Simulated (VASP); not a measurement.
A run of VASP 6.6.1 is set up as follows.

File INCAR:

```
SYSTEM = ZrO2
PREC = Accurate
ENCUT = 600
EDIFF = 1E-6
ISMEAR = 0
SIGMA = 0.02
LREAL = .FALSE.
LASPH = .TRUE.
NELM = 120
ALGO = Normal
ISIF = 2
LWAVE = .FALSE.
LCHARG = .FALSE.
GGA = PE
IVDW = 12
NBANDS = 19
GGA_COMPAT = .FALSE.
```

Contents of KPOINTS:

```
Automatic mesh
0
G
  8 8 8
  0 0 0
```

Contents of POSCAR:

```
ZrO2
1.0
    0.0000000000      2.5181772664      2.5181772664
    2.5181772664      0.0000000000      2.5181772664
    2.5181772664      2.5181772664      0.0000000000
Zr O
1 2
Direct
    0.5000000000      0.5000000000      0.5000000000
    0.7500000000      0.7500000000      0.7500000000
    0.2500000000      0.2500000000      0.2500000000
```

Potentials or basis: VASP PAW PBE potentials, release 64 (Zr_sv, O).

The run is started by

```bash
$ cat potpaw_PBE.64/Zr_sv/POTCAR potpaw_PBE.64/O/POTCAR > POTCAR
$ mpirun -np 1 vasp_std > vasp.out
```

(1) What does it give for the dispersion energy per atom?

(2) Predict the band gap on the k mesh.

(3) What does it give for the pressure?

Results:

(1) -0.276 eV.

(2) 3.44 eV, indirect (least direct gap 3.91 eV).

(3) 8.0 GPa.
